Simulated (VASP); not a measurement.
# Si2Ge in VASP: a series of runs

Si2Ge is run at these levels: PBE; tasks: single point.

Everything below comes from runs of VASP 6.6.1. Logs are shortened: lines on timing, memory, paths and dates and some standing lists are left out, and cuts for length are marked.

## Step 1: The cell of the first run

The structure is orthorhombic, space group Cmcm (No. 63). The conventional cell has a = 8.667 Å, b = 5.004 Å, c = 4.582 Å, α = 90.00°, β = 90.00°, γ = 90.00°. Si (site symmetry m) has 7 Si at 2.83 to 2.89 Å and 5 Ge at 2.83 to 2.89 Å within 3.7 Å. Within 3.7 Å of Ge (site symmetry m2m) lie 10 Si at 2.83 to 2.89 Å and 2 Ge at 2.83 Å.

## Step 2: Single point, PBE

Input file INCAR:

```
  PREC = Accurate
  ENCUT = 520
  EDIFF = 1E-7
  ISMEAR = 0
  SIGMA = 0.1
  LREAL = False
  LASPH = True
  NELM = 60
  ALGO = Normal
  ISIF = 2
  LWAVE = False
  LCHARG = False
  GGA = PE
  NBANDS = 31
```

Input file KPOINTS:

```
Automatic mesh
0
Gamma
  6 6 4
```

Input file POSCAR:

```
Si2Ge
1.0
    4.3334684400     -2.5019291700      0.0000000000
    4.3334684400      2.5019291700      0.0000000000
    0.0000000000      0.0000000000      4.5818384500
Si Ge
4 2
Direct
    0.0000000000      0.3333333300      0.7500000000
    0.6666666700      0.0000000000      0.7500000000
    0.3333333300      0.0000000000      0.2500000000
    0.0000000000      0.6666666700      0.2500000000
    0.3333333300      0.6666666700      0.7500000000
    0.6666666700      0.3333333300      0.2500000000
```

Potentials or basis: VASP PAW PBE potentials, release 64 (Si, Ge_d).

Launch:

```
$ cat potpaw_PBE.64/Si/POTCAR potpaw_PBE.64/Ge_d/POTCAR > POTCAR
$ mpirun -np 1 vasp_std > vasp.out
```

OUTCAR:

```text
PREC = Accurate
   ENCUT = 520
   EDIFF = 1E-7
   ISMEAR = 0
   LREAL = False
   LASPH = True
   NELM = 60
   ISIF = 2
   GGA = PE

 ion  position               nearest neighbor table
   1  0.000  0.333  0.750-   3 2.83   3 2.83   6 2.83   6 2.83   4 2.83   4 2.83   5 2.89   2 2.89
                             2 2.89   2 2.89   5 2.89   5 2.89
   2  0.667  0.000  0.750-   4 2.83   4 2.83   6 2.83   6 2.83   3 2.83   3 2.83   5 2.89   1 2.89
                             5 2.89   1 2.89   1 2.89   5 2.89
   3  0.333  0.000  0.250-   1 2.83   1 2.83   5 2.83   5 2.83   2 2.83   2 2.83   6 2.89   4 2.89
                             4 2.89   6 2.89   4 2.89   6 2.89
   4  0.000  0.667  0.250-   2 2.83   2 2.83   5 2.83   5 2.83   1 2.83   1 2.83   6 2.89   3 2.89
                             6 2.89   3 2.89   3 2.89   6 2.89
   5  0.333  0.667  0.750-   3 2.83   4 2.83   3 2.83   4 2.83   6 2.83   6 2.83   1 2.89   2 2.89
                             2 2.89   1 2.89   1 2.89   2 2.89
   6  0.667  0.333  0.250-   1 2.83   2 2.83   1 2.83   2 2.83   5 2.83   5 2.83   3 2.89   4 2.89
                             3 2.89   4 2.89   3 2.89   4 2.89

  LATTYP: Found a hexagonal cell.
 ALAT       =     5.0038583405
 C/A-ratio  =     0.9156611035

  Lattice vectors:

 A1 = (  -4.3334684400,  -2.5019291700,   0.0000000000)
 A2 = (   4.3334684400,  -2.5019291700,   0.0000000000)
 A3 = (   0.0000000000,   0.0000000000,   4.5818384500)

Analysis of symmetry for initial positions (statically):
=====================================================================
 Subroutine PRICEL returns:
 Original cell was already a primitive cell.

 Routine SETGRP: Setting up the symmetry group for a
 hexagonal supercell.

 Subroutine GETGRP returns: Found  8 space group operations
 (whereof  4 operations were pure point group operations)
 out of a pool of 24 trial point group operations.

The static configuration has the point symmetry C_2h.
 The point group associated with its full space group is D_2h.

Analysis of symmetry for dynamics (positions and initial velocities):
=====================================================================
 Subroutine PRICEL returns:
 Original cell was already a primitive cell.

 Routine SETGRP: Setting up the symmetry group for a
 hexagonal supercell.

 Subroutine GETGRP returns: Found  8 space group operations
 (whereof  4 operations were pure point group operations)
 out of a pool of 24 trial point group operations.

The dynamic configuration has the point symmetry C_2h.
 The point group associated with its full space group is D_2h.

 Subroutine INISYM returns: Found  8 space group operations
 (whereof  4 operations are pure point group operations),
 and found     1 'primitive' translations

----------------------------------------------------------------------------------------

                                     Primitive cell

  volume of cell :      99.3529

  direct lattice vectors                    reciprocal lattice vectors
     4.333468440 -2.501929170  0.000000000     0.115381018 -0.199845785  0.000000000
     4.333468440  2.501929170  0.000000000     0.115381018  0.199845785  0.000000000
     0.000000000  0.000000000  4.581838450     0.000000000  0.000000000  0.218253003

  length of vectors
     5.003858341  5.003858341  4.581838450     0.230762036  0.230762036  0.218253003

  position of ions in fractional coordinates (direct lattice)
     1.000000000  0.333333330  0.750000000
     0.666666670  1.000000000  0.750000000
     0.333333330  1.000000000  0.250000000
     1.000000000  0.666666670  0.250000000
     0.333333330  0.666666670  0.750000000
     0.666666670  0.333333330  0.250000000

  ion indices of the primitive-cell ions
   primitive index   ion index
                 1           1
                 2           2
                 3           3
                 4           4
                 5           5
                 6           6

----------------------------------------------------------------------------------------

 KPOINTS: Automatic mesh

Automatic generation of k-mesh.
 Grid dimensions read from file:
 generate k-points for:    6    6    4

 Generating k-lattice:

  Cartesian coordinates                     Fractional coordinates (reciprocal lattice)
     0.019230170 -0.033307631  0.000000000     0.166666667 -0.000000000  0.000000000
     0.019230170  0.033307631  0.000000000    -0.000000000  0.166666667  0.000000000
     0.000000000  0.000000000  0.054563251     0.000000000  0.000000000  0.250000000

  Length of vectors
     0.038460339  0.038460339  0.054563251

  Shift w.r.t. Gamma in fractional coordinates (k-lattice)
     0.000000000  0.000000000  0.000000000

 Subroutine IBZKPT returns following result:
 ===========================================

 Found     39 irreducible k-points:

 Following reciprocal coordinates:
            Coordinates               Weight
  0.000000  0.000000  0.000000      1.000000
  0.166667  0.000000  0.000000      4.000000
  0.166667  0.166667  0.000000      2.000000
  0.333333  0.000000  0.000000      4.000000
  0.333333  0.333333  0.000000      2.000000
  0.500000  0.000000  0.000000      2.000000
[... 16 lines left out ...]
  0.500000  0.166667  0.250000      8.000000
  0.333333  0.500000  0.250000      8.000000
 [... further k-points ...]
   k-points           NKPTS =     39   k-points in BZ     NKDIM =     39   number of bands    NBANDS=     31
   number of dos      NEDOS =    301   number of ions     NIONS =      6
   total plane-waves  NPLWV =  57600
   dimension x,y,z NGX =    40 NGY =   40 NGZ =   36
   dimension x,y,z NGXF=    80 NGYF=   80 NGZF=   72
   ions per type =               4   2
   NGX,Y,Z   is equivalent  to a cutoff of  13.29, 13.29, 13.06 a.u.
   NGXF,Y,Z  is equivalent  to a cutoff of  26.58, 26.58, 26.12 a.u.
 SYSTEM =  unknown system
   PREC   = accura    normal or accurate (medium, high low for compatibility)
   ISTART =      0    job   : 0-new  1-cont  2-samecut
   ICHARG =      2    charge: 1-file 2-atom 10-const
   ISPIN  =      1    spin polarized calculation?
   LNONCOLLINEAR =      F non collinear calculations
   LSORBIT =      F    spin-orbit coupling
   LASPH  =      T    aspherical Exc in radial PAW
   ENCUT  =  520.0 eV  38.22 Ry    6.18 a.u.   9.30  9.30  8.52*2*pi/ulx,y,z
   NELM   =     60;   NELMIN=  2; NELMDL= -5     # of ELM steps
   EDIFF  = 0.1E-06   stopping-criterion for ELM
   LREAL  =      F    real-space projection
   EDIFFG = 0.1E-05   stopping-criterion for IOM
   NSW    =      0    number of steps for IOM
   IBRION =     -1    ionic relax: 0-MD 1-quasi-New 2-CG
   NFREE  =      0    steps in history (QN), initial steepest desc. (CG)
   ISIF   =      2    stress and relaxation
   ISYM   =      2    0-nonsym 1-usesym 2-fastsym
   POTIM  = 0.5000    time-step for ionic-motion
   TEBEG  =    0.0;   TEEND  =   0.0 temperature during run
   PSTRESS=    0.0 pullay stress
   NELECT =      44.0000    total number of electrons
   NUPDOWN=      -1.0000    fix difference up-down
   EMIN   =  10.00;   EMAX   =-10.00  energy-range for DOS
   EFERMI =   0.00;   METHOD = LEGACY
   ISMEAR =     0;   SIGMA  =   0.10  broadening in eV -4-tet -1-fermi 0-gaus
   EFERMI_NEDOS =   21; number of points for ismear=-14 and -15
   IALGO  =     38    algorithm
   IMIX   =      4    mixing-type and parameters
     AMIX     =   0.40;   BMIX     =  1.00
     AMIX_MAG =   1.60;   BMIX_MAG =  1.00
  volume/ion in A,a.u.               =      16.56       111.74
  Fermi-wavevector in a.u.,A,eV,Ry     =   1.247859  2.358112 21.186347  1.557153
  Thomas-Fermi vector in A             =   2.381972
   LORBIT       =      0    0 simple, 1 ext, 2 COOP (PROOUT), +10 PAW based schemes
   GGA     = PE    functional components
   LHFCALC =     F    Hartree Fock is set to
   AEXX    =    0.0000 exact exchange contribution
   IVDW    =     0    specifies the selected vdW correction
   LEPSILON=     F    determine dielectric tensor
   LRPA    =     F    only Hartree local field effects (RPA)
 non-spin polarized calculation
 Gauss-broadening in eV      SIGMA  =   0.10
  energy-cutoff  :      520.00
  volume of cell :       99.35
 maximum number of plane-waves:      2717
 NGX is ok and might be reduce to    40

 number of electron      43.9999995 magnetization

 Free energy of the ion-electron system (eV)
  ---------------------------------------------------
  ext. energy  EPLUGINS =         0.00000000
  ---------------------------------------------------
  free energy    TOTEN  =       -27.60543386 eV

  energy without entropy =      -27.58748356  energy(sigma->0) =      -27.59645871

 E-fermi :   8.3710     XC(G=0): -11.0958

 val. band max:        8.3704435058   @ k =   0.5000   0.5000   0.2500
 cond. band min:       8.4203031200   @ k =   0.1667   0.1667   0.2500
 fundamental gap:      0.0498596142
 Fermi energy:         8.3710021407

 k-point     1 :       0.0000    0.0000    0.0000
  band No.  band energies     occupation
      1     -16.4108      2.00000
      2     -16.3889      2.00000
      3     -16.3862      2.00000
      4     -16.3746      2.00000
      5     -16.3733      2.00000
      6     -16.3578      2.00000
[... 23 lines left out ...]
     30      12.6466      0.00000
     31      12.6633      0.00000

 k-point     2 :       0.1667    0.0000    0.0000
  band No.  band energies     occupation
      1     -16.4100      2.00000
      2     -16.3886      2.00000
      3     -16.3855      2.00000
      4     -16.3746      2.00000
      5     -16.3729      2.00000
      6     -16.3581      2.00000
[... 23 lines left out ...]
     30      13.2533      0.00000
     31      13.4342      0.00000

 k-point     3 :       0.1667    0.1667    0.0000
  band No.  band energies     occupation
      1     -16.4109      2.00000
      2     -16.3889      2.00000
      3     -16.3860      2.00000
      4     -16.3748      2.00000
      5     -16.3730      2.00000
      6     -16.3576      2.00000
[... 703 lines left out ...]
     30      13.0113      0.00000
     31      13.9795      0.00000

 k-point    24 :       0.3333    0.5000    0.2500
  band No.  band energies     occupation
      1     -16.4099      2.00000
      2     -16.3869      2.00000
      3     -16.3777      2.00000
      4     -16.3769      2.00000
      5     -16.3736      2.00000
      6     -16.3537      2.00000
[... 23 lines left out ...]
     30      13.0385      0.00000
     31      13.9845      0.00000

 [... further k-points ...]

------------------------ aborting loop because EDIFF is reached ----------------------------------------

  FORCE on cell =-STRESS in cart. coord.  units (eV):
  Direction    XX          YY          ZZ          XY          YZ          ZX
  --------------------------------------------------------------------------------------
  -------------------------------------------------------------------------------------
  Total       -2.2811289     -2.2248872      1.1808000      0.0000000      0.0000000      0.0000000
  in kB      -36.7857813    -35.8788210     19.0417347      0.0000000      0.0000000      0.0000000
  external PRESSURE =     -17.8742892 kB  Pullay stress =       0.0000000 kB

 VOLUME and BASIS-vectors are now :
 -----------------------------------------------------------------------------
  energy-cutoff  :      520.00
  volume of cell :       99.35
      direct lattice vectors                 reciprocal lattice vectors
     4.333468440 -2.501929170  0.000000000     0.115381018 -0.199845785  0.000000000
     4.333468440  2.501929170  0.000000000     0.115381018  0.199845785  0.000000000
     0.000000000  0.000000000  4.581838450     0.000000000  0.000000000  0.218253003

 POSITION                                       TOTAL-FORCE (eV/Angst)
 -----------------------------------------------------------------------------------
      1.44449      0.83398      3.43638         0.236567     -0.143187      0.000000
      2.88898     -1.66795      3.43638        -0.236567     -0.143187      0.000000
      1.44449     -0.83398      1.14546         0.236567      0.143187     -0.000000
      2.88898      1.66795      1.14546        -0.236567      0.143187     -0.000000
      4.33347      0.83398      3.43638         0.000000      0.249937     -0.000000
      4.33347     -0.83398      1.14546         0.000000     -0.249937      0.000000
 -----------------------------------------------------------------------------------
    total drift:                               -0.000000      0.000000      0.000000

  FREE ENERGIE OF THE ION-ELECTRON SYSTEM (eV)
  ---------------------------------------------------
  free  energy   TOTEN  =       -27.6054338580 eV

  energy  without entropy=      -27.5874835650  energy(sigma->0) =      -27.59645871
```

Run time: 55 s. Hardware: 1 thread of Intel Xeon 6975P-C (Granite Rapids), shared host; peak memory 0.27 GiB.

Results:

```yaml
Free_energy: -27.6054 eV
Pressure: -1.8 GPa
Largest_force: 0.277 eV/Å
Band_gap_on_the_k_mesh: zero (bands 22 and 23 overlap by 4.00 eV)
```

Forces in eV/Å, atoms in the order of the input:
```
Si   0.237 -0.143  0.000
Si  -0.237 -0.143  0.000
Si   0.237  0.143  0.000
Si  -0.237  0.143  0.000
Ge   0.000  0.250  0.000
Ge   0.000 -0.250  0.000
```

Caveat: the stress differs along the axes, from -4 to 2 GPa.

## Step 3: Single point, PBE

This run uses another cell than the first one: it holds 12 atoms, not 6.

Input file INCAR:

```
SYSTEM = Si2Ge
  ALGO = Normal
  EDIFF = 1E-6
  ENCUT = 520
  GGA = PE
  ISIF = 2
  ISMEAR = 0
  LASPH = .TRUE.
  LCHARG = .FALSE.
  LREAL = .FALSE.
  LWAVE = .FALSE.
  NBANDS = 56
  NELM = 80
  PREC = Accurate
  SIGMA = 0.2
```

Input file KPOINTS:

```
k-points
0
G
  4 4 4
  0 0 0
```

Input file POSCAR:

```
Si2Ge
1.0
    0.0000000000      0.0000000000     -5.2017891050
   -5.4567077868     -1.8368514338      0.0000000000
    0.0000000000      7.3474057354      0.0000000000
Si Ge
8 4
Direct
    0.2500000000      0.6510048457      0.9331514888
    0.2500000000      0.6510048457      0.4331514888
    0.2500000000      0.3489951543      0.6076490659
    0.2500000000      0.3489951543      0.1076490659
    0.7500000000      0.6510048457      0.8923509341
    0.7500000000      0.6510048457      0.3923509341
    0.7500000000      0.3489951543      0.5668485112
    0.7500000000      0.3489951543      0.0668485112
    0.2500000000      0.0000000000      0.7734505133
    0.2500000000      0.0000000000      0.2734505133
    0.7500000000      0.0000000000      0.7265494867
    0.7500000000      0.0000000000      0.2265494867
```

Potentials or basis: VASP PAW PBE potentials, release 64 (Si, Ge_d).

Launch:

```
$ cat potpaw_PBE.64/Si/POTCAR potpaw_PBE.64/Ge_d/POTCAR > POTCAR
$ mpirun -np 1 vasp_std > vasp.out
```

It took 3.2 min on 1 thread of Intel Xeon 6975P-C (Granite Rapids), shared host; peak memory 0.44 GiB.

The run converged. Its results:

| Quantity | Value |
| --- | --- |
| Free energy | -57.2050 eV |
| Pressure | 0.1 GPa |
| Largest force | 0.068 eV/Å |
| Band gap on the k mesh | zero (bands 44 and 45 overlap by 1.66 eV) |

Forces on the atoms (eV/Å):
```
Si   0.059  0.011  0.000
Si   0.059  0.011  0.000
Si  -0.068  0.001  0.000
Si  -0.068  0.001  0.000
Si   0.068 -0.001  0.000
Si   0.068 -0.001  0.000
Si  -0.059 -0.011  0.000
Si  -0.059 -0.011  0.000
Ge  -0.010 -0.042  0.000
Ge  -0.010 -0.042  0.000
Ge   0.010  0.042  0.000
Ge   0.010  0.042  0.000
```

Stress tensor (GPa, compression positive):
```
-1.24 -0.27  0.00
-0.27  0.07  0.00
 0.00  0.00  1.58
```

Levels at points of the mesh, in eV from the Fermi level:
```tsv
k point	band 40	band 41	band 42	band 43	band 44	band 45	band 46	band 47	band 48	band 49
(0.00, 0.00, 0.00)	-2.23	-2.15	-1.86	-1.60	-1.14	-0.59	-0.20	1.05	1.43	1.45
(0.50, 0.00, 0.00)	-0.87	-0.77	-0.77	-0.16	-0.16	0.67	0.67	1.15	1.15	1.89
(0.00, 0.50, 0.00)	-2.55	-2.51	-2.23	0.09	0.60	0.76	1.05	1.45	1.64	2.06
(0.50, 0.50, 0.00)	-1.40	-1.10	-1.10	-0.06	-0.06	0.66	0.66	1.89	1.89	2.02
(0.00, 0.00, 0.50)	-2.52	-1.71	-1.71	-1.38	-1.38	-0.83	-0.83	2.21	2.21	3.10
(0.50, 0.00, 0.50)	-3.24	-0.12	-0.12	-0.12	-0.12	2.86	2.86	2.86	2.86	3.28
(0.00, 0.50, 0.50)	-2.69	-1.05	-1.05	-0.56	-0.56	0.35	0.35	0.57	0.57	0.82
(0.50, 0.50, 0.50)	-1.59	-0.08	-0.08	-0.08	-0.08	1.14	1.14	1.14	1.14	1.50
```

## Step 4: Single point, PBE

This run uses another cell than the first one: it holds 12 atoms, not 6.

Input file INCAR:

```
ALGO = Normal
EDIFF = 1E-7
ENCUT = 520
GGA = PE
ISIF = 2
ISMEAR = 0
LASPH = T
LCHARG = T
LELF = T
LREAL = F
LVHAR = T
LWAVE = F
NBANDS = 56
NELM = 60
PREC = Accurate
SIGMA = 0.2
```

Input file KPOINTS:

```
k-points
0
Gamma
  4 4 4
```

Input file POSCAR:

```
Si2Ge
1.0
   -0.0036915449     -0.0007004638     -5.6900120253
   -5.3748283755     -1.8137816331      0.0084977948
    0.0074359390      7.2326763129      0.0121924672
Si Ge
8 4
Direct
    0.2065843423      0.6438152327      0.9071898820
    0.2061048101      0.6429683260      0.4067004786
    0.2927526054      0.3577717990      0.5854408229
    0.2913767093      0.3569819262      0.0847685205
    0.7935076418      0.6440870681      0.9155361108
    0.7930433348      0.6437972028      0.4151324661
    0.7075100631      0.3575585862      0.5935103112
    0.7061129482      0.3575651922      0.0932731673
    0.2565542257     -0.0014648027      0.7475570579
    0.2563763289     -0.0017155907      0.2481395634
    0.7459472610     -0.0004202756      0.7513664817
    0.7441297291     -0.0009446642      0.2513851378
```

Launch:

```
$ cat potpaw_PBE.64/Si/POTCAR potpaw_PBE.64/Ge_d/POTCAR > POTCAR
$ mpirun -np 1 vasp_std > vasp.out
```

Wall time 3.9 min (1 thread of Intel Xeon 6975P-C (Granite Rapids), shared host); peak memory 0.5 GiB.

It converged, with:

- Free energy: -57.4830 eV
- Pressure: 0.0 GPa
- Largest force: 0.020 eV/Å
- Band gap on the k mesh: zero (bands 44 and 45 overlap by 1.54 eV)

Forces in eV/Å, atoms in the order of the input:
```
Si   0.003 -0.016 -0.007
Si   0.003 -0.010 -0.006
Si  -0.004  0.000 -0.001
Si  -0.005  0.013 -0.005
Si   0.009 -0.010  0.009
Si   0.010  0.003  0.005
Si  -0.019  0.006  0.002
Si  -0.009  0.013 -0.008
Ge   0.005  0.007  0.002
Ge  -0.002  0.005  0.004
Ge   0.011 -0.004  0.009
Ge  -0.003 -0.006 -0.003
```

Stress tensor (GPa, compression positive):
```
-0.06 -0.07  0.02
-0.07  0.05 -0.02
 0.02 -0.02  0.10
```

Levels at points of the mesh, in eV from the Fermi level:
```tsv
k point	band 42	band 43	band 44	band 45	band 46	band 47
(0.00, 0.00, 0.00)	-1.46	-1.14	-0.50	0.69	0.79	0.98
(0.50, 0.00, 0.00)	-0.69	0.47	0.58	0.61	0.65	0.71
(0.00, 0.50, 0.00)	-1.16	0.01	0.39	0.72	0.75	1.16
(0.50, 0.50, 0.00)	-0.78	-0.56	-0.36	0.37	0.53	0.57
(0.00, 0.00, 0.50)	-2.12	-1.14	-1.13	-0.96	-0.96	2.40
(0.50, 0.00, 0.50)	-1.25	-1.20	-1.20	1.69	1.71	1.94
(0.00, 0.50, 0.50)	-0.95	0.07	0.07	0.58	0.59	0.71
(0.50, 0.50, 0.50)	-0.64	-0.64	-0.63	0.73	0.75	0.99
```

## Step 5: The runs side by side

```csv
cell,k mesh,smearing,gap on the mesh (eV),pressure (GPa),largest force (eV/Å)
"a = 5.004, b = 5.004, c = 4.582 Å, angles 90.0, 90.0, 60.0°, 6 atoms, atomic positions A",6 × 6 × 4,gaussian 0.1 eV,none,-1.8,0.28
"a = 5.202, b = 5.758, c = 7.347 Å, angles 108.6, 90.0, 90.0°, 12 atoms, atomic positions B",4 × 4 × 4,gaussian 0.2 eV,none,0.1,0.07
"a = 5.690, b = 5.673, c = 7.233 Å, angles 108.7, 90.1, 90.0°, 12 atoms, atomic positions C",4 × 4 × 4,gaussian 0.2 eV,none,0.0,0.02
```

Alike in all rows: task single point; level PBE; potentials or basis VASP PAW PBE potentials, release 64 (Si, Ge_d); no spin polarisation; cutoff (eV) 520.

Caveats: the stress differs along the axes, from -4 to 2 GPa (at least some runs).

Absolute energies hang on the potentials; compare differences alone.

The gap in the log of VASP goes by the Fermi energy; the results here count the filled bands.